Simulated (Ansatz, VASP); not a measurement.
## Zn in VASP and in Ansatz

The input POSCAR:

```
Zn
1.0
   -1.5927167436      1.5927167436      1.5927167436
    1.5927167436     -1.5927167436      1.5927167436
    1.5927167436      1.5927167436     -1.5927167436
Zn
1
Direct
    0.0000000000      0.0000000000      0.0000000000
```

File INCAR.step1:

```
SYSTEM = Zn
PREC     = Accurate       ! precision mode
ENCUT    = 520            ! plane-wave cutoff, eV
ISMEAR   = -1             ! smearing method
SIGMA    = 0.1            ! smearing width, eV
LREAL    = .False.        ! projectors in reciprocal space
LASPH    = .True.         ! aspherical terms in the spheres
NELM     = 80             ! most SCF steps
NBANDS   = 12             ! bands
GGA      = PE             ! functional
ALGO     = Normal         ! electronic algorithm
EDIFF    = 1E-4           ! SCF threshold, eV
LWAVE    = .True.         ! write WAVECAR
LCHARG   = .False.        ! write CHGCAR
```

Contents of INCAR.step2:

```
SYSTEM = Zn
PREC     = Accurate       ! precision mode
ENCUT    = 520            ! plane-wave cutoff, eV
EDIFF    = 1E-7           ! SCF threshold, eV
ISMEAR   = -1             ! smearing method
SIGMA    = 0.1            ! smearing width, eV
LREAL    = .False.        ! projectors in reciprocal space
LASPH    = .True.         ! aspherical terms in the spheres
NELM     = 80             ! most SCF steps
ALGO     = Normal         ! electronic algorithm
ISIF     = 2              ! what is computed and relaxed
LWAVE    = .False.        ! write WAVECAR
LCHARG   = .False.        ! write CHGCAR
METAGGA  = R2SCAN         ! meta-GGA
LMIXTAU  = .True.       
NBANDS   = 12             ! bands
ISTART   = 1
```

KPOINTS

```
Automatic mesh
0
Gamma
  16 16 16
  0 0 0
```

Input for Ansatz:

```yaml
crystal:
  lattice:
    - [-1.5927167436, 1.5927167436, 1.5927167436]
    - [1.5927167436, -1.5927167436, 1.5927167436]
    - [1.5927167436, 1.5927167436, -1.5927167436]
  atoms:
    - { symbol: Zn, position: [0.0, 0.0, 0.0] }
hamiltonian:
  xc: r2scan
  pseudopotentials:
    kind: paw
    azcp:
      Zn: "pseudopotentials/Zn.paw.azcp"
basis:
  ecutwfc: 500
  fft_grid_basis: typed
kpoints:
  mp_grid: { grid: [16, 16, 16], shift: [0, 0, 0] }
magnetization:
  spin_polarized: false
scf:
  occupations: { method: fermi_dirac, width: 0.1 }
  lower_state_search: "off"
output:
  stress: true
```

Alike in both runs: task single point; functional r2SCAN; k mesh 16 × 16 × 16; occupations fermi-dirac, width 0.1 eV; no spin polarisation.

|  | VASP | Ansatz |
| --- | --- | --- |
| version | VASP 6.6.1 | Ansatz 0.2.0 |
| potentials or method | VASP PAW PBE potentials, release 64 (Zn), cutoff 520 eV | plane waves (500 eV) with PAW, scalar-relativistic |
| valence electrons in the cell | 12 | 12 |

|  | VASP | Ansatz | Ansatz less VASP |
| --- | --- | --- | --- |
| pressure (GPa) | -6.8 | -6.9 | -0.19 |

VASP's potentials were made for PBE, not for r2SCAN. The functional is the same, so the differences come from potentials, cutoffs and numerics.
